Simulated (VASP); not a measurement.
# ZnS (Wurtzite-2H) (P6_3mc) in VASP: a series of runs

The runs below take ZnS (Wurtzite-2H) through single point, with PBE+D4.

Program: VASP 6.6.1. These are calculated values, not measurements. Logs are shortened: lines on timing, memory, paths and dates and some standing lists are left out, and cuts for length are marked.

### Step 1. The cell of the first run

It takes space group P6_3mc (No. 186, hexagonal). The conventional cell has a = 3.652 Å, b = 3.652 Å, c = 5.974 Å, α = 90.00°, β = 90.00°, γ = 120.00°. Zn (site symmetry 3m) has 4 S at 2.22 to 2.30 Å within 2.9 Å. S (site symmetry 3m) has 4 Zn at 2.22 to 2.30 Å within 2.9 Å.

### Step 2. Single point, PBE+D4

Input file INCAR:

```
PREC = Accurate
ENCUT = 520
EDIFF = 1E-7
ISMEAR = 0
SIGMA = 0.01
LREAL = F
LASPH = T
NELM = 80
ALGO = Normal
ISIF = 2
LWAVE = F
LCHARG = F
GGA = PE
IVDW = 13
NBANDS = 26
```

Input file KPOINTS:

```
regular mesh
0
Gamma
  6 6 3
```

Input file POSCAR:

```
ZnS
1.0
    3.6520202151      0.0000000000      0.0000000000
   -1.8260101075      3.1627424598      0.0000000000
    0.0000000000      0.0000000000      5.9739422778
Zn S
2 2
Direct
    0.3333333333      0.6666666667      0.0000000000
    0.6666666667      0.3333333333      0.5000000000
    0.3333333333      0.6666666667      0.3850000000
    0.6666666667      0.3333333333      0.8850000000
```

Potentials or basis: VASP PAW PBE potentials, release 64 (Zn, S).

The run is started by

```bash
cat potpaw_PBE.64/Zn/POTCAR potpaw_PBE.64/S/POTCAR > POTCAR
mpirun -np 1 vasp_std > vasp.out
```

OUTCAR:

```text
PREC = Accurate
   ENCUT = 520
   EDIFF = 1E-7
   ISMEAR = 0
   LREAL = F
   LASPH = T
   NELM = 80
   ISIF = 2
   GGA = PE
   IVDW = 13

 ion  position               nearest neighbor table
   1  0.333  0.667  0.000-   4 2.22   4 2.22   4 2.22   3 2.30
   2  0.667  0.333  0.500-   3 2.22   3 2.22   3 2.22   4 2.30
   3  0.333  0.667  0.385-   2 2.22   2 2.22   2 2.22   1 2.30
   4  0.667  0.333  0.885-   1 2.22   1 2.22   1 2.22   2 2.30

  LATTYP: Found a hexagonal cell.
 ALAT       =     3.6520202151
 C/A-ratio  =     1.6357911309

  Lattice vectors:

 A1 = (   3.6520202151,   0.0000000000,   0.0000000000)
 A2 = (  -1.8260101075,   3.1627424598,   0.0000000000)
 A3 = (   0.0000000000,   0.0000000000,   5.9739422778)

Analysis of symmetry for initial positions (statically):
=====================================================================
 Subroutine PRICEL returns:
 Original cell was already a primitive cell.

 Routine SETGRP: Setting up the symmetry group for a
 hexagonal supercell.

 Subroutine GETGRP returns: Found 12 space group operations
 (whereof  6 operations were pure point group operations)
 out of a pool of 24 trial point group operations.

The static configuration has the point symmetry C_3v.
 The point group associated with its full space group is C_6v.

Analysis of symmetry for dynamics (positions and initial velocities):
=====================================================================
 Subroutine PRICEL returns:
 Original cell was already a primitive cell.

 Routine SETGRP: Setting up the symmetry group for a
 hexagonal supercell.

 Subroutine GETGRP returns: Found 12 space group operations
 (whereof  6 operations were pure point group operations)
 out of a pool of 24 trial point group operations.

The dynamic configuration has the point symmetry C_3v.
 The point group associated with its full space group is C_6v.

 Subroutine INISYM returns: Found 12 space group operations
 (whereof  6 operations are pure point group operations),
 and found     1 'primitive' translations

----------------------------------------------------------------------------------------

                                     Primitive cell

  volume of cell :      69.0014

  direct lattice vectors                    reciprocal lattice vectors
     3.652020215  0.000000000  0.000000000     0.273821047  0.158090646  0.000000000
    -1.826010107  3.162742460  0.000000000     0.000000000  0.316181293  0.000000000
     0.000000000  0.000000000  5.973942278     0.000000000  0.000000000  0.167393650

  length of vectors
     3.652020215  3.652020370  5.973942278     0.316181306  0.316181293  0.167393650

  position of ions in fractional coordinates (direct lattice)
     0.333333333  0.666666667  0.000000000
     0.666666667  0.333333333  0.500000000
     0.333333333  0.666666667  0.385000000
     0.666666667  0.333333333  0.885000000

  ion indices of the primitive-cell ions
   primitive index   ion index
                 1           1
                 2           2
                 3           3
                 4           4

----------------------------------------------------------------------------------------

 KPOINTS: regular mesh

Automatic generation of k-mesh.
 Grid dimensions read from file:
 generate k-points for:    6    6    3

 Generating k-lattice:

  Cartesian coordinates                     Fractional coordinates (reciprocal lattice)
     0.045636841  0.026348441  0.000000000     0.166666667  0.000000000  0.000000000
     0.000000000  0.052696882  0.000000000     0.000000000  0.166666667  0.000000000
     0.000000000  0.000000000  0.055797883     0.000000000  0.000000000  0.333333333

  Length of vectors
     0.052696884  0.052696882  0.055797883

  Shift w.r.t. Gamma in fractional coordinates (k-lattice)
     0.000000000  0.000000000  0.000000000

 Subroutine IBZKPT returns following result:
 ===========================================

 Found     14 irreducible k-points:

 Following reciprocal coordinates:
            Coordinates               Weight
  0.000000  0.000000  0.000000      1.000000
  0.166667  0.000000  0.000000      6.000000
  0.333333  0.000000  0.000000      6.000000
  0.500000  0.000000  0.000000      3.000000
  0.166667  0.166667  0.000000      6.000000
  0.333333  0.166667  0.000000     12.000000
  0.333333  0.333333  0.000000      2.000000
  0.000000  0.000000  0.333333      2.000000
  0.166667  0.000000  0.333333     12.000000
  0.333333  0.000000  0.333333     12.000000
  0.500000  0.000000  0.333333      6.000000
  0.166667  0.166667  0.333333     12.000000
  0.333333  0.166667  0.333333     24.000000
  0.333333  0.333333  0.333333      4.000000
   k-points           NKPTS =     14   k-points in BZ     NKDIM =     14   number of bands    NBANDS=     26
   number of dos      NEDOS =    301   number of ions     NIONS =      4
   total plane-waves  NPLWV =  37632
   dimension x,y,z NGX =    28 NGY =   28 NGZ =   48
   dimension x,y,z NGXF=    56 NGYF=   56 NGZF=   96
   ions per type =               2   2
   NGX,Y,Z   is equivalent  to a cutoff of  12.75, 12.75, 13.36 a.u.
   NGXF,Y,Z  is equivalent  to a cutoff of  25.49, 25.49, 26.72 a.u.
 SYSTEM =  unknown system
   PREC   = accura    normal or accurate (medium, high low for compatibility)
   ISTART =      0    job   : 0-new  1-cont  2-samecut
   ICHARG =      2    charge: 1-file 2-atom 10-const
   ISPIN  =      1    spin polarized calculation?
   LNONCOLLINEAR =      F non collinear calculations
   LSORBIT =      F    spin-orbit coupling
   LASPH  =      T    aspherical Exc in radial PAW
   ENCUT  =  520.0 eV  38.22 Ry    6.18 a.u.   6.79  6.79 11.11*2*pi/ulx,y,z
   NELM   =     80;   NELMIN=  2; NELMDL= -5     # of ELM steps
   EDIFF  = 0.1E-06   stopping-criterion for ELM
   LREAL  =      F    real-space projection
   EDIFFG = 0.1E-05   stopping-criterion for IOM
   NSW    =      0    number of steps for IOM
   IBRION =     -1    ionic relax: 0-MD 1-quasi-New 2-CG
   NFREE  =      0    steps in history (QN), initial steepest desc. (CG)
   ISIF   =      2    stress and relaxation
   ISYM   =      2    0-nonsym 1-usesym 2-fastsym
   POTIM  = 0.5000    time-step for ionic-motion
   TEBEG  =    0.0;   TEEND  =   0.0 temperature during run
   PSTRESS=    0.0 pullay stress
   NELECT =      36.0000    total number of electrons
   NUPDOWN=      -1.0000    fix difference up-down
   EMIN   =  10.00;   EMAX   =-10.00  energy-range for DOS
   EFERMI =   0.00;   METHOD = LEGACY
   ISMEAR =     0;   SIGMA  =   0.01  broadening in eV -4-tet -1-fermi 0-gaus
   EFERMI_NEDOS =   21; number of points for ismear=-14 and -15
   IALGO  =     38    algorithm
   IMIX   =      4    mixing-type and parameters
     AMIX     =   0.40;   BMIX     =  1.00
     AMIX_MAG =   1.60;   BMIX_MAG =  1.00
  volume/ion in A,a.u.               =      17.25       116.41
  Fermi-wavevector in a.u.,A,eV,Ry     =   1.317922  2.490511 23.632204  1.736918
  Thomas-Fermi vector in A             =   2.447928
   LORBIT       =      0    0 simple, 1 ext, 2 COOP (PROOUT), +10 PAW based schemes
   GGA     = PE    functional components
   LHFCALC =     F    Hartree Fock is set to
   AEXX    =    0.0000 exact exchange contribution
   IVDW    =    13    specifies the selected vdW correction
   LEPSILON=     F    determine dielectric tensor
   LRPA    =     F    only Hartree local field effects (RPA)
 non-spin polarized calculation
 Gauss-broadening in eV      SIGMA  =   0.01
  energy-cutoff  :      520.00
  volume of cell :       69.00
 maximum number of plane-waves:      1872
 NGX is ok and might be reduce to    28
   NGX = 13   NGY = 13   NGZ = 23

 number of electron      36.0000037 magnetization

 Free energy of the ion-electron system (eV)
  ---------------------------------------------------
  ext. energy  EPLUGINS =         0.00000000
  ---------------------------------------------------
  free energy    TOTEN  =       -13.14781555 eV

  energy without entropy =      -13.14781555  energy(sigma->0) =      -13.14781555

 E-fermi :   3.5663     XC(G=0): -10.2672

 val. band max:        3.4590401288   @ k =   0.0000   0.0000   0.0000
 cond. band min:       6.3195919576   @ k =   0.0000   0.0000   0.0000
 fundamental gap:      2.8605518287
 Fermi energy:         3.5662997230

 k-point     1 :       0.0000    0.0000    0.0000
  band No.  band energies     occupation
      1     -10.7226      2.00000
      2      -9.5451      2.00000
      3      -3.5249      2.00000
      4      -3.5249      2.00000
      5      -3.4467      2.00000
      6      -3.4467      2.00000
[... 18 lines left out ...]
     25      11.1065      0.00000
     26      13.4252      0.00000

 k-point     2 :       0.1667    0.0000    0.0000
  band No.  band energies     occupation
      1     -10.4937      2.00000
      2      -9.4135      2.00000
      3      -3.5589      2.00000
      4      -3.4699      2.00000
      5      -3.4414      2.00000
      6      -3.3740      2.00000
[... 18 lines left out ...]
     25      11.7877      0.00000
     26      12.0721      0.00000

 k-point     3 :       0.3333    0.0000    0.0000
  band No.  band energies     occupation
      1      -9.9340      2.00000
      2      -9.1725      2.00000
      3      -3.5797      2.00000
      4      -3.4120      2.00000
      5      -3.3773      2.00000
      6      -3.2148      2.00000
[... 18 lines left out ...]
     25      12.3821      0.00000
     26      13.7367      0.00000

 k-point     4 :       0.5000    0.0000    0.0000
  band No.  band energies     occupation
      1      -9.5357      2.00000
      2      -9.1200      2.00000
      3      -3.5376      2.00000
      4      -3.3449      2.00000
      5      -3.3301      2.00000
      6      -3.1298      2.00000
[... 18 lines left out ...]
     25      12.9173      0.00000
     26      15.3243      0.00000
[... 206 lines left out ...]
      1      -9.8933      2.00000
      2      -9.4592      2.00000
      3      -3.5688      2.00000
      4      -3.5072      2.00000
      5      -3.3709      2.00000
      6      -3.3580      2.00000
[... 18 lines left out ...]
     25      11.6784      0.00000
     26      12.8177      0.00000

 k-point    13 :       0.3333    0.1667    0.3333
  band No.  band energies     occupation
      1      -9.4367      2.00000
      2      -9.2105      2.00000
      3      -3.5034      2.00000
      4      -3.4272      2.00000
      5      -3.3038      2.00000
      6      -3.1895      2.00000
[... 18 lines left out ...]
     25      12.9986      0.00000
     26      13.2115      0.00000

 k-point    14 :       0.3333    0.3333    0.3333
  band No.  band energies     occupation
      1      -9.2020      2.00000
      2      -9.2020      2.00000
      3      -3.3834      2.00000
      4      -3.3054      2.00000
      5      -3.3054      2.00000
      6      -3.1897      2.00000
[... 18 lines left out ...]
     25      13.4987      0.00000
     26      13.5143      0.00000

------------------------ aborting loop because EDIFF is reached ----------------------------------------

  DFT-D4 for vdW energy calculation

  Edisp (eV):   -1.40636

  FORCE on cell =-STRESS in cart. coord.  units (eV):
  Direction    XX          YY          ZZ          XY          YZ          ZX
  --------------------------------------------------------------------------------------
  -------------------------------------------------------------------------------------
  Total       6.03623     6.03623     4.15987     0.00000     0.00000     0.00000
  in kB     140.15810   140.15812    96.58995     0.00000     0.00000     0.00000
  external pressure =      125.64 kB  Pullay stress =        0.00 kB

 VOLUME and BASIS-vectors are now :
 -----------------------------------------------------------------------------
  energy-cutoff  :      520.00
  volume of cell :       69.00
      direct lattice vectors                 reciprocal lattice vectors
     3.652020215  0.000000000  0.000000000     0.273821047  0.158090646  0.000000000
    -1.826010107  3.162742460  0.000000000     0.000000000  0.316181293  0.000000000
     0.000000000  0.000000000  5.973942278     0.000000000  0.000000000  0.167393650

 POSITION                                       TOTAL-FORCE (eV/Angst)
 -----------------------------------------------------------------------------------
     -0.00000      2.10849      0.00000         0.000000     -0.000000      0.508363
      1.82601      1.05425      2.98697        -0.000000     -0.000000      0.508363
     -0.00000      2.10849      2.29997        -0.000000     -0.000000     -0.508363
      1.82601      1.05425      5.28694        -0.000000      0.000000     -0.508363
 -----------------------------------------------------------------------------------
    total drift:                               -0.000000      0.000000     -0.000783

  FREE ENERGIE OF THE ION-ELECTRON SYSTEM (eV)
  ---------------------------------------------------
  free  energy   TOTEN  =       -14.5541749211 eV

  energy  without entropy=      -14.5541749211  energy(sigma->0) =      -14.55417492
```

Wall time 29 s (1 thread of Intel Xeon 6975P-C, shared host); peak memory 0.19 GiB.

Results:

```
Free energy                : -14.5542 eV
Pressure                   : 12.6 GPa
Largest force              : 0.508 eV/Å
Band gap on the k mesh     : 2.86 eV, direct
Dispersion energy per atom : -0.352 eV
```

Forces on the atoms (eV/Å):
```
Zn   0.000  0.000  0.508
Zn   0.000  0.000  0.508
S    0.000  0.000 -0.508
S    0.000  0.000 -0.508
```

Expect the measured gap to be larger: semilocal functionals such as PBE lack the derivative discontinuity.

### Step 3. Single point, PBE+D4

This run uses another cell than the first one, of 18.03 Å³/atom, 1.045 times its volume.

Input file INCAR:

```
SYSTEM = ZnS
PREC = Accurate
ENCUT = 520
EDIFF = 1E-7
ISMEAR = 0
SIGMA = 0.01
LREAL = .False.
LASPH = .True.
NELM = 60
ALGO = Normal
ISIF = 2
LWAVE = .False.
LCHARG = .True.
GGA = PE
IVDW = 13
LELF = .True.
LVHAR = .True.
NBANDS = 26
```

Input file KPOINTS:

```
Automatic mesh
0
Gamma
  6 6 3
  0 0 0
```

Input file POSCAR:

```
ZnS
1.0
    3.7065360167      0.0000000000      0.0000000000
   -1.8532680084      3.2099545316      0.0000000000
    0.0000000000      0.0000000000      6.0631187426
Zn S
2 2
Direct
    0.3333333333      0.6666666667      0.0000000000
    0.6666666667      0.3333333333      0.5000000000
    0.3333333333      0.6666666667      0.3850000000
    0.6666666667      0.3333333333      0.8850000000
```

Potentials or basis: VASP PAW PBE potentials, release 64 (Zn, S).

The run is started by

```bash
cat potpaw_PBE.64/Zn/POTCAR potpaw_PBE.64/S/POTCAR > POTCAR
mpirun -np 1 vasp_std > vasp.out
```

Run time: 30 s. Hardware: 1 thread of Intel Xeon 6975P-C, shared host; peak memory 0.19 GiB.

Results (log left out):

```yaml
Free_energy: -14.7478 eV
Pressure: 7.4 GPa
Largest_force: 0.439 eV/Å
Band_gap_on_the_k_mesh: 2.65 eV, direct
Dispersion_energy_per_atom: -0.336 eV
```

Forces on the atoms (eV/Å):
```
Zn   0.000  0.000  0.439
Zn   0.000  0.000  0.439
S    0.000  0.000 -0.439
S    0.000  0.000 -0.439
```

Stress tensor (GPa, compression positive):
```
8.50 0.00 0.00
0.00 8.50 0.00
0.00 0.00 5.07
```

Levels at points of the mesh, in eV from the valence-band top:
```tsv
k point	band 14	band 15	band 16	band 17	band 18	band 19	band 20	band 21	band 22	band 23
(0.00, 0.00, 0.00)	-0.97	-0.97	-0.01	0.00	0.00	2.65	3.15	6.22	6.22	6.55
(0.50, 0.00, 0.00)	-4.56	-3.56	-2.56	-1.81	-1.11	3.53	4.48	5.11	7.08	7.76
```
